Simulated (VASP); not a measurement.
Mo3H, 4 atoms in the cell. Symmetry: P4/mmm, No. 123, tetragonal system. The conventional cell has a = 4.187 Å, b = 4.187 Å, c = 3.201 Å, α = 90.00°, β = 90.00°, γ = 90.00°. H (site symmetry 4/mmm) has 4 Mo at 2.09 Å within 2.8 Å. Mo (site symmetry 4/mmm) has 10 Mo at 2.64 to 3.20 Å and 8 H at 3.37 Å within 3.5 Å. Within 2.8 Å of Mo (site symmetry mmm) lie 2 H at 2.09 Å and 4 Mo at 2.64 Å. 

* Program: VASP 6.6.1
* Task: single point
* Functional: PBE
* Potentials or basis: VASP PAW PBE potentials, release 64 (H, Mo_sv)
* Cutoff: 520 eV
* k mesh: 12 × 12 × 14
* Occupations: gaussian, width 0.1 eV
* Spin: no spin polarisation
* Dipole correction: no
* Further INCAR settings: ALGO = Normal; EDIFF = 1e-06; NBANDS = 30

Potentials or basis: VASP PAW PBE potentials, release 64 (H, Mo_sv).

The run is started by

```console
$ cat potpaw_PBE.64/H/POTCAR potpaw_PBE.64/Mo_sv/POTCAR > POTCAR
$ mpirun -np 1 vasp_std > vasp.out
```

Hardware: 1 thread of Intel Xeon 8259CL, on a shared host.

Q: Estimate the wall time of this run.

A: Run time: 3.7 min on 1 thread of Intel Xeon 8259CL, on a shared host, peak memory 0.38 GiB. Counts: scf iterations 14, k points 224.
